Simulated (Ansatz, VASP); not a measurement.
# Two plane-wave programs on Sn

File INCAR:

```
SYSTEM = Sn
ALGO = Normal ; EDIFF = 1E-6
ENCUT = 520 ; GGA = PE
ISIF = 2 ; ISMEAR = -1
LASPH = .TRUE. ; LCHARG = .FALSE.
LREAL = .FALSE. ; LWAVE = .FALSE.
NBANDS = 21 ; NELM = 60
PREC = Accurate ; SIGMA = 0.02
```

The input KPOINTS:

```
k-points
0
G
  6 6 6
  0 0 0
```

POSCAR

```
Sn
1.0
    0.0000000000      3.1353453049      3.2844597788
    3.1353453049      0.0000000000      3.2844597788
    3.1353453049      3.1353453049      0.0000000000
Sn
2
Direct
    0.0000000000      0.0000000000      0.0000000000
    0.2500000000      0.2500000000      0.2500000000
```

Input for Ansatz:

```yaml
crystal:
  lattice:
    - [0.0, 3.1353453049, 3.2844597788]
    - [3.1353453049, 0.0, 3.2844597788]
    - [3.1353453049, 3.1353453049, 0.0]
  atoms:
    - { symbol: Sn, position: [0.0, 0.0, 0.0] }
    - { symbol: Sn, position: [0.25, 0.25, 0.25] }
kpoints:
  mp_grid: { grid: [6, 6, 6] }
  band_path:
    path:
      - [0.0, 0.0, 0.0]
      - [0.5, 0.0, 0.5]
      - [0.625, 0.25, 0.625]
      - [0.375, 0.375, 0.75]
      - [0.5, 0.5, 0.5]
      - [0.5, 0.25, 0.75]
    npoints: 1
hamiltonian:
  xc: pbe
scf:
  occupations: { method: fermi_dirac, width: 0.02 }
  n_extra_bands: 4
output:
  forces: true
  stress: true
  eigenvalues: true
```

Change from the starting cell: biaxial_xy strain -4.5%.

Alike in both runs: task single point; functional PBE; k mesh 6 × 6 × 6; occupations fermi-dirac, width 0.02 eV; no spin polarisation.

|  | VASP | Ansatz |
| --- | --- | --- |
| version | VASP 6.6.1 | Ansatz 0.2.0 |
| potentials or method | VASP PAW PBE potentials, release 64 (Sn_d) | plane waves, PAW |
| plane-wave cutoff (eV) | 520 | 420 |
| valence electrons in the cell | 28 | 28 |

|  | VASP | Ansatz | Ansatz less VASP |
| --- | --- | --- | --- |
| pressure (GPa) | 6.5 | 6.6 | +0.07 |
| traceless stress, the component that is largest in VASP (GPa) | -0.95 | -0.95 | +0.001 |

With one functional, cell and mesh, what is left measures potentials, basis and numerics.
